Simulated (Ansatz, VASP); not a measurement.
**BaLiF3: VASP beside Ansatz**

```
Ba Li F
1.0
     3.92875    0.00000    0.00000
     0.00000    3.92875    0.00000
     0.00000    0.00000    3.98858
Ba Li F
1 1 3
Direct
  0.00000 0.00000 0.00000
  0.50000 0.50000 0.50000
  0.00000 0.50000 0.50000
  0.50000 0.50000 0.00000
  0.50000 0.00000 0.50000
```

Change from the starting cell: strain -0.015 along x and y, +0.000 along z, atoms carried along.

Alike in both runs: task single point; functional LDA; k mesh 6 × 6 × 6; occupations gaussian, width 0.05 eV; no spin polarisation.

|  | VASP | Ansatz |
| --- | --- | --- |
| version | VASP 6.6.1 | Ansatz 0.2.0 |
| potentials or method | VASP PAW LDA potentials, release 64 (Ba_sv, Li_sv, F), cutoff 520 eV | scalar-relativistic, plane waves, PAW |
| valence electrons in the cell | 34 | 34 |

```tsv
	VASP	Ansatz	Ansatz less VASP
gap on the k mesh at the Fermi level (eV)	6.43	6.53	+0.100
least direct gap on the mesh (eV)	6.43	6.53	+0.100
```

LDA's correlation is that of Perdew and Zunger in VASP and of Perdew and Wang (1992) in Ansatz.

Neither program's run includes spin-orbit coupling. Noted on VASP's run: the cutoff is short for stress, so the pressure is rough.
